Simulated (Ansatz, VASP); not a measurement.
Given: the input of a run of Ansatz 0.2.0 on I.

input.yaml

```yaml
crystal:
  lattice:
    - [0.0, 2.3656004428, 3.9098401324]
    - [2.1922454667, 0.0, 3.9098401324]
    - [2.1922454667, 2.3656004428, 0.0]
  atoms:
    - { symbol: I, position: [0.0, 0.0, 0.0] }
hamiltonian:
  xc: pbesol
  pseudopotentials: { kind: paw }
  dispersion: d3bj
kpoints:
  mp_grid: { grid: [9, 9, 9] }
scf:
  occupations: { method: fermi_dirac, width: 0.05 }
output:
  forces: true
  stress: true
relax:
  f_tol: 0.01
  max_steps: 40
  cell: { stress_tol: 0.05 }
```

Potentials or basis: Ansatz PAW.

Run with:

```console
$ ansatz run input.yaml --threads 2 --pin off --max-ram 5632MiB --backend cpu --events-out ev --progress --plain --runs-dir out
```

Problem. Translate it to VASP 6.6.1. Potentials there: VASP PAW PBE potentials, release 64 (I).

Solution. As run (the cutoff follows the program's own potentials):

INCAR

```
SYSTEM = I
PREC = Accurate ; ENCUT = 600
EDIFF = 1E-7 ; ISMEAR = -1
SIGMA = 0.05 ; LREAL = .FALSE.
LASPH = .TRUE. ; NELM = 80
ALGO = Normal ; ISIF = 3
LWAVE = .FALSE. ; LCHARG = .FALSE.
GGA = PS ; IVDW = 12
IBRION = 2 ; NSW = 60
EDIFFG = -0.01
```

Contents of KPOINTS:

```
regular mesh
0
G
  9 9 9
  0 0 0
```

POSCAR

```
I
1.0
    0.0000000000      2.3656004428      3.9098401324
    2.1922454667      0.0000000000      3.9098401324
    2.1922454667      2.3656004428      0.0000000000
I
1
Direct
    0.0000000000      0.0000000000      0.0000000000
```

Potentials or basis: VASP PAW PBE potentials, release 64 (I).

Command:

```bash
$ cat potpaw_PBE.64/I/POTCAR > POTCAR
$ mpirun -np 1 vasp_std > vasp.out
```

Both were run:

|  | VASP | Ansatz | Ansatz less VASP |
| --- | --- | --- | --- |
| relaxed volume (Å³/atom) | 33.76 | 33.79 | +0.036 |
| relaxed length of the cell vector where the two differ most in proportion (Å) | 4.080 | 4.082 | +0.0020 |

VASP's potentials were made for PBE, not for PBEsol. VASP's potentials hold 7 valence electrons a cell and Ansatz's 17, so a difference there can come from the potentials and not from the codes.

Neither program's run includes spin-orbit coupling. Noted on VASP's run: the volume moved by over 15 % at a fixed basis, so the end points are rough. Noted on Ansatz's run: the volume moved by over 15 % at a fixed basis, so the end points are rough; the plane-wave basis is chosen anew once the cell has moved, so the energies of steps on either side of that aren't comparable.
